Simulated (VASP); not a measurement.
# C (P6_3/mmc) in VASP: vibrations by perturbation theory with PBE

Aim: the vibrations by perturbation theory of C with PBE.

All numbers are computed with VASP 6.6.1; they aren't measurements. Logs are shortened: lines on timing, memory, paths and dates and some standing lists are left out, and cuts for length are marked.

## Step 1: The cell of the first run

It takes space group P6_3/mmc (No. 194, hexagonal). Conventional cell: a = 2.467 Å, b = 2.467 Å, c = 8.565 Å, α = 90.00°, β = 90.00°, γ = 120.00°. Within 1.9 Å of C (site symmetry -6m2) lie 3 C at 1.42 Å. Within 1.9 Å of C (site symmetry -6m2) lie 3 C at 1.42 Å.

## Step 2: Vibrations by perturbation theory, PBE

Contents of INCAR:

```
SYSTEM = C
  PREC = Accurate
  ENCUT = 520
  EDIFF = 1E-8
  ISMEAR = 0
  SIGMA = 0.15
  LREAL = .False.
  LASPH = .True.
  NELM = 80
  ALGO = Normal
  ISIF = 2
  LWAVE = .False.
  LCHARG = .False.
  GGA = PE
  IBRION = 8
  NSW = 1
```

Contents of KPOINTS:

```
Automatic mesh
0
Gamma
  18 18 6
  0 0 0
```

Contents of POSCAR:

```
C
1.0
    2.4665231295      0.0000000000      0.0000000000
   -1.2332615647      2.1360716891      0.0000000000
    0.0000000000      0.0000000000      8.5653080463
C
4
Direct
    0.0000000000      0.0000000000      0.0025000000
    0.0000000000      0.0000000000      0.5025000000
    0.3333333333      0.6666666667      0.0025000000
    0.6666666667      0.3333333333      0.5025000000
```

Potentials or basis: VASP PAW PBE potentials, release 64 (C).

Started as:

```
> cat potpaw_PBE.64/C/POTCAR > POTCAR
> mpirun -np 1 vasp_std > vasp.out
```

OUTCAR:

```text
SYSTEM = C
   PREC = Accurate
   ENCUT = 520
   EDIFF = 1E-8
   ISMEAR = 0
   LREAL = .False.
   LASPH = .True.
   NELM = 80
   ISIF = 2
   GGA = PE
   IBRION = 8
   NSW = 1

 ion  position               nearest neighbor table
   1  0.000  0.000  0.002-   3 1.42   3 1.42   3 1.42
   2  0.000  0.000  0.502-   4 1.42   4 1.42   4 1.42
   3  0.333  0.667  0.002-   1 1.42   1 1.42   1 1.42
   4  0.667  0.333  0.502-   2 1.42   2 1.42   2 1.42

  LATTYP: Found a hexagonal cell.
 ALAT       =     2.4665231295
 C/A-ratio  =     3.4726242555

  Lattice vectors:

 A1 = (   2.4665231295,   0.0000000000,   0.0000000000)
 A2 = (  -1.2332615647,   2.1360716891,   0.0000000000)
 A3 = (   0.0000000000,   0.0000000000,   8.5653080463)

Analysis of symmetry for initial positions (statically):
=====================================================================
 Subroutine PRICEL returns:
 Original cell was already a primitive cell.

 Routine SETGRP: Setting up the symmetry group for a
 hexagonal supercell.

 Subroutine GETGRP returns: Found 24 space group operations
 (whereof  6 operations were pure point group operations)
 out of a pool of 24 trial point group operations.

The static configuration has the point symmetry C_3v.
 The point group associated with its full space group is D_6h.

Analysis of symmetry for dynamics (positions and initial velocities):
=====================================================================
 Subroutine PRICEL returns:
 Original cell was already a primitive cell.

 Routine SETGRP: Setting up the symmetry group for a
 hexagonal supercell.

 Subroutine GETGRP returns: Found 24 space group operations
 (whereof  6 operations were pure point group operations)
 out of a pool of 24 trial point group operations.

The dynamic configuration has the point symmetry C_3v.
 The point group associated with its full space group is D_6h.

 Subroutine INISYM returns: Found 24 space group operations
 (whereof  6 operations are pure point group operations),
 and found     1 'primitive' translations

----------------------------------------------------------------------------------------

                                     Primitive cell

  volume of cell :      45.1278

  direct lattice vectors                    reciprocal lattice vectors
     2.466523130  0.000000000  0.000000000     0.405428998  0.234074541  0.000000000
    -1.233261565  2.136071689  0.000000000     0.000000000  0.468149082  0.000000000
     0.000000000  0.000000000  8.565308046     0.000000000  0.000000000  0.116750033

  length of vectors
     2.466523130  2.466523129  8.565308046     0.468149082  0.468149082  0.116750033

  position of ions in fractional coordinates (direct lattice)
     0.000000000  0.000000000  0.002500000
     0.000000000  0.000000000  0.502500000
     0.333333333  0.666666667  0.002500000
     0.666666667  0.333333333  0.502500000

  ion indices of the primitive-cell ions
   primitive index   ion index
                 1           1
                 2           2
                 3           3
                 4           4

[... 125 lines left out ...]
 fundamental gap:      0.0005965501
 Fermi energy:         2.7610817464

 k-point     1 :       0.0000    0.0000    0.0000
  band No.  band energies     occupation
      1     -16.7709      2.00000
      2     -16.7366      2.00000
      3      -5.0788      2.00000
      4      -4.6107      2.00000
      5      -0.2832      2.00000
      6      -0.2832      2.00000
      7      -0.2822      2.00000
      8      -0.2822      2.00000
      9       5.8341      0.00000
     10       9.1007      0.00000
     11      11.0631      0.00000
     12      11.0651      0.00000
[... 331 lines left out ...]
 k-point    24 :       0.3889    0.1111    0.0000
  band No.  band energies     occupation
      1     -12.0830      2.00000
      2     -12.0617      2.00000
      3      -9.4512      2.00000
      4      -9.4355      2.00000
      5      -4.4816      2.00000
      6      -4.4756      2.00000
      7       0.1075      2.00000
      8       0.3566      2.00000
      9       4.8043      0.00000
     10       4.9963      0.00000
     11      11.3585      0.00000
     12      11.4217      0.00000

 [... further k-points ...]
[... 5 lines left out ...]
  --------------------------------------------------------------------------------------
  -------------------------------------------------------------------------------------
  Total        0.1555940      0.1555940     -0.0098874      0.0000000      0.0000000      0.0000000
  in kB        5.5240724      5.5240724     -0.3510353      0.0000000      0.0000000      0.0000000
  external PRESSURE =       3.5657032 kB  Pullay stress =       0.0000000 kB

 VOLUME and BASIS-vectors are now :
 -----------------------------------------------------------------------------
  energy-cutoff  :      520.00
  volume of cell :       45.13
      direct lattice vectors                 reciprocal lattice vectors
     2.466523130  0.000000000  0.000000000     0.405428998  0.234074541  0.000000000
    -1.233261565  2.136071689  0.000000000     0.000000000  0.468149082  0.000000000
     0.000000000  0.000000000  8.565308046     0.000000000  0.000000000  0.116750033

 POSITION                                       TOTAL-FORCE (eV/Angst)
 -----------------------------------------------------------------------------------
      0.00000      0.00000      0.02141         0.000000     -0.000000     -0.000000
      0.00000      0.00000      4.30407        -0.000000      0.000000     -0.000000
     -0.00000      1.42405      0.02141        -0.000000      0.000000      0.000000
      1.23326      0.71202      4.30407         0.000000      0.000000      0.000000
 -----------------------------------------------------------------------------------
    total drift:                               -0.000000     -0.000000     -0.000013

  FREE ENERGIE OF THE ION-ELECTRON SYSTEM (eV)
  ---------------------------------------------------
  free  energy   TOTEN  =       -36.9051183151 eV

  energy  without entropy=      -36.9033211635  energy(sigma->0) =      -36.90421974

[... ionic steps 2 to 9 ...]

--------------------------------------- Ionic step       10  -------------------------------------------

------------------------ aborting loop because EDIFF is reached ----------------------------------------

[... ionic steps 11 to 11 ...]

--------------------------------------- Ionic step       12  -------------------------------------------

 Free energy of the ion-electron system (eV)
  ---------------------------------------------------
  ---------------------------------------------------
  free energy    TOTEN  =        -0.14207389 eV

  energy without entropy =       -0.14207389

------------------------ aborting loop because EDIFF is reached ----------------------------------------

 INTERNAL STRAIN TENSOR  FOR ION    3  DIRECTION 3   (eV/Angst):
 -----------------------------------------------------------------------------
     0.00134  0.00000 -0.00000
     0.00000  0.00134  0.00000
    -0.00000  0.00000 -0.00226

 INTERNAL STRAIN TENSOR FOR ION    4 for displacements in x,y,z  (eV/Angst):
          X           Y           Z          XY          YZ          ZX
  --------------------------------------------------------------------------------
  x    -0.00000     0.00000     0.00000    -8.94272     0.00000     0.00000
  y    -8.94272     8.94272     0.00000     0.00000     0.00000     0.00000
  z     0.00000     0.00000    -0.00000     0.00000     0.00000    -0.00000

 SECOND DERIVATIVES (NOT SYMMETRIZED)
 ------------------------------------
               1X          1Y          1Z          2X          2Y          2Z          3X          3Y          3Z          4X          4Y          4Z
  1X   -51.397699   -0.000000    0.000000   -0.058896   -0.000000    0.000000   51.410614    0.000000    0.000000    0.045982    0.000000    0.000000
  1Y    -0.000000  -51.397699    0.000000   -0.000000   -0.058896    0.000000    0.000000   51.410614    0.000000    0.000000    0.045982    0.000000
  1Z     0.000000    0.000000  -16.739970    0.000000    0.000000    0.000232   -0.000000    0.000000   16.726301   -0.000000    0.000000    0.013437
  2X    -0.058896   -0.000000    0.000000  -51.397699   -0.000000    0.000000    0.045982    0.000000    0.000000   51.410614    0.000000    0.000000
  2Y    -0.000000   -0.058896    0.000000   -0.000000  -51.397699    0.000000    0.000000    0.045982    0.000000    0.000000   51.410614    0.000000
  2Z     0.000000    0.000000    0.000232    0.000000    0.000000  -16.739970   -0.000000    0.000000    0.013437   -0.000000    0.000000   16.726301
  3X    51.372963    0.000000    0.000000    0.055877    0.000000    0.000000  -51.379163   -0.000000    0.000000   -0.049677   -0.000000    0.000000
  3Y     0.000000   51.372963    0.000000    0.000000    0.055877    0.000000   -0.000000  -51.379163    0.000000   -0.000000   -0.049677    0.000000
  3Z     0.000000    0.000000   16.726124    0.000000    0.000000    0.013389   -0.000000    0.000000  -16.747392   -0.000000    0.000000    0.007879
  4X     0.055877    0.000000    0.000000   51.372963    0.000000    0.000000   -0.049677   -0.000000    0.000000  -51.379163   -0.000000    0.000000
  4Y     0.000000    0.055877    0.000000    0.000000   51.372963    0.000000   -0.000000   -0.049677    0.000000   -0.000000  -51.379163    0.000000
  4Z     0.000000    0.000000    0.013389    0.000000    0.000000   16.726124   -0.000000    0.000000    0.007879   -0.000000    0.000000  -16.747392

 Eigenvectors and eigenvalues of the dynamical matrix
 ----------------------------------------------------

   1 f  =   45.754951 THz   287.486837 2PiTHz 1526.220891 cm-1   189.227189 meV
             X         Y         Z           dx          dy          dz
      0.000000  0.000000  0.021413     0.475633    0.154404    0.000000
      0.000000  0.000000  4.304067     0.475633    0.154404    0.000000
     -0.000000  1.424048  0.021413    -0.475505   -0.154362   -0.000000
      1.233262  0.712024  4.304067    -0.475505   -0.154362   -0.000000
[... 71 lines left out ...]
  12 f/i=    0.369630 THz     2.322454 2PiTHz   12.329528 cm-1     1.528666 meV
             X         Y         Z           dx          dy          dz
      0.000000  0.000000  0.021413    -0.479407   -0.141937   -0.000000
      0.000000  0.000000  4.304067     0.479407    0.141937   -0.000000
     -0.000000  1.424048  0.021413    -0.479451   -0.141950   -0.000000
      1.233262  0.712024  4.304067     0.479451    0.141950   -0.000000

--------------------------------------------------------------------------------------------------------

 ELASTIC MODULI CONTR FROM IONIC RELAXATION (kBar)
 Direction    XX          YY          ZZ          XY          YZ          ZX
 --------------------------------------------------------------------------------
 XX        -110.8906    110.8906      0.0000     -0.0000     -0.0000     -0.0000
 YY         110.8906   -110.8906     -0.0000     -0.0000      0.0000      0.0000
 ZZ           0.0000     -0.0000     -0.0000      0.0000     -0.0000     -0.0000
 XY          -0.0000     -0.0000      0.0000   -110.8906     -0.0000     -0.0000
 YZ          -0.0000      0.0000     -0.0000     -0.0000     -0.0000     -0.0000
 ZX          -0.0000      0.0000     -0.0000     -0.0000     -0.0000     -0.0000
 --------------------------------------------------------------------------------
```

It took 15 min on 1 thread of AMD EPYC 7R13 (Zen 3), shared host; peak memory 0.67 GiB.

What came out:

```yaml
Highest_phonon_frequency_at_Γ: 1526 cm⁻¹
```

Phonon frequencies in cm⁻¹ (negative: imaginary):
```tsv
q point	frequencies
(0.000, 0.000, 0.000)	-12 -12 0 0 0 28 870 871 1525 1525 1526 1526
```

Caveat: some modes are imaginary; this functional lacks dispersion, which binds layers or chains, so the pressure and a relaxed spacing across them are unreliable.
